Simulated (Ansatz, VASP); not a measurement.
Two plane-wave programs on C

Contents of INCAR:

```
SYSTEM = C
PREC = Accurate
ENCUT = 520
EDIFF = 1E-6
ISMEAR = 0
SIGMA = 0.04
LREAL = .False.
LASPH = .True.
NELM = 120
ALGO = Normal
ISIF = 2
LWAVE = .False.
LCHARG = .True.
LDIPOL = .True.
IDIPOL = 3
DIPOL = 0.5 0.5 0.704
GGA = PS
IVDW = 12
LELF = .True.
LVHAR = .True.
LVACPOTAV = .True.
NBANDS = 11
GGA_COMPAT = .False.
NELMDL = -8
```

File KPOINTS:

```
Automatic mesh
0
Gamma
  15 15 1
  0 0 0
```

Contents of POSCAR:

```
C
1.0
    2.4585559940      0.0000000000      0.0000000000
   -1.2292779970      2.1291719474      0.0000000000
    0.0000000000      0.0000000000     26.8011128471
C
2
Direct
    1.0000000000      0.0000000000      0.7033869044
    0.3333333333      0.6666666667      0.7038762608
```

Input for Ansatz:

```yaml
crystal:
  lattice:
    - [2.458555994, 0.0, 0.0]
    - [-1.229277997, 2.1291719474, 0.0]
    - [0.0, 0.0, 26.8011128471]
  atoms:
    - { symbol: C, position: [1.0, 0.0, 0.7033869044] }
    - { symbol: C, position: [0.3333333333, 0.6666666667, 0.7038762608] }
basis:
  ecutwfc: 420
kpoints:
  mp_grid: { grid: [15, 15, 1] }
hamiltonian:
  xc: pbesol
  dispersion: d3bj
scf:
  occupations: { method: gaussian, width: 0.04 }
  n_extra_bands: 6
  max_iter: 160
output:
  forces: true
  eigenvalues: true
  write_density: true
  write_potential: true
  elf: true
  volumetric_format: npy
efield:
  axis: 3
  dipole_correction: true
```

Alike in both runs: task single point; functional PBEsol; dispersion D3(BJ); k mesh 15 × 15 × 1; occupations gaussian, width 0.04 eV; no spin polarisation.

|  | VASP | Ansatz |
| --- | --- | --- |
| version | VASP 6.6.1 | Ansatz 0.2.0 |
| potentials or method | VASP PAW PBE potentials, release 64 (C), cutoff 520 eV | scalar-relativistic, plane waves, PAW |
| valence electrons in the cell | 8 | 8 |

Ansatz gave:

```
gap on the k mesh at the Fermi level (eV) : none
rms of the force components (eV/Å)        : 0.129
```

Q: Estimate VASP's values.

A: gap on the k mesh at the Fermi level (eV): none; rms of the force components (eV/Å): 0.128.

VASP's potentials were made for PBE, not for PBEsol. Atom by atom the forces differ by 0.001 eV/Å (rms over components). A gap of «none» marks a metal or a gap that the smearing closes. Ansatz's warnings: xc potential rough in thin density.
